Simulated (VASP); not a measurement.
Here is a VASP 6.6.1 calculation.

File INCAR:

```
  PREC = Accurate
  ENCUT = 500
  EDIFF = 1E-7
  ISMEAR = -1
  SIGMA = 0.1
  LREAL = False
  LASPH = True
  NELM = 120
  ALGO = Normal
  ISIF = 3
  LWAVE = False
  LCHARG = False
  GGA = PS
  IVDW = 12
  IBRION = 2
  NSW = 80
  EDIFFG = -0.01
  GGA_COMPAT = False
  NELMIN = 4
```

Contents of KPOINTS:

```
Automatic mesh
0
Gamma
  8 8 8
```

The input POSCAR:

```
GaSb
1.0
   -2.7534340000      2.7534340000      1.5907070000
    2.7534340000     -2.7534340000      1.5907070000
    2.7534340000      2.7534340000     -1.5907070000
Ga Sb
1 1
Direct
    0.2500000000      0.7500000000      0.5000000000
    0.0000000000      0.0000000000      0.0000000000
```

Potentials or basis: VASP PAW PBE potentials, release 64 (Ga_d, Sb).

Command:

```sh
$ cat potpaw_PBE.64/Ga_d/POTCAR potpaw_PBE.64/Sb/POTCAR > POTCAR
$ mpirun -np 1 vasp_std > vasp.out
```

Problem. Predict the relaxed cell.

Solution. a = 4.073 Å, b = 4.073 Å, c = 4.073 Å, α = 98.16°, β = 98.16°, γ = 135.74°.

Problem. Predict the space group after relaxing (to 0.1 Å).

Solution. I-4m2 (No. 119).

Step by step:
```csv
step,energy change (eV),largest force (eV/Å),pressure (GPa),volume (Å³)
1,0.0000,0.0000,-5.41,48.24
2,-0.0777,0.0000,1.62,42.77
3,-0.0828,0.0000,-0.02,43.76
4,-0.0828,0.0000,-0.14,43.85
5,-0.0836,0.0000,-0.10,43.78
6,-0.0837,0.0000,-0.15,43.76
7,-0.0837,0.0000,-0.09,43.76
8,-0.0837,0.0000,0.01,43.67
```

Caveat: the PAW data sets were made with another functional, which shifts forces and pressure a little.
